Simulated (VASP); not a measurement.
Crystal: Fe.

```
CELL_PARAMETERS angstrom
-1.44300 1.44300 1.44300
1.44300 -1.44300 1.44300
1.44300 1.44300 -1.44300
ATOMIC_POSITIONS crystal
Fe 0.00000 0.00000 0.00000
```

| Item | Value |
| --- | --- |
| Program | VASP 6.6.1 |
| Task | relaxation of cell and atoms |
| Functional | PBEsol |
| Dispersion | D3(BJ) |
| Potentials or basis | VASP PAW PBE potentials, release 64 (Fe) |
| Cutoff | 600 eV |
| k mesh | 13 × 13 × 13 |
| Occupations | fermi-dirac, width 0.05 eV |
| Spin | collinear spin, ferromagnetic start |
| Starting moments | [3.0] μB |

At the start: pressure -21.9 GPa; volume 12.02 Å³/atom.

How do energy, volume and symmetry change on relaxing?

Over 7 steps the energy falls by 118.6 meV/atom and the volume is 10.54 Å³/atom (-12.3 %); space group Im-3m (No. 229, to 0.05 Å); moment 2.03 μB per cell.

The path:
| step | energy change (eV) | largest force (eV/Å) | pressure (GPa) | volume (Å³) |
| --- | --- | --- | --- | --- |
| 1 | 0.0000 | 0.0000 | -21.89 | 12.02 |
| 2 | 0.0059 | 0.0000 | 37.50 | 9.38 |
| 3 | -0.1185 | 0.0000 | -0.81 | 10.58 |
| 4 | -0.1186 | 0.0000 | -0.19 | 10.55 |
| 5 | -0.1186 | 0.0000 | 0.46 | 10.52 |
| 6 | -0.1186 | 0.0000 | -0.45 | 10.56 |
| 7 | -0.1186 | 0.0000 | 0.01 | 10.54 |

Final structure:
```yaml
crystal:
  lattice:
    - [-1.38119, 1.38119, 1.38119]
    - [1.38119, -1.38119, 1.38119]
    - [1.38119, 1.38119, -1.38119]
  atoms:
    - { symbol: Fe, position: [0.00000, 0.00000, 0.00000] }
```

Caveat: the PAW data sets were made with another functional, which shifts forces and pressure a little; the volume moved by -12 % from the deposited cell, more than functionals usually miss; pairwise dispersion overbinds metals, which lowers pressure and volume.
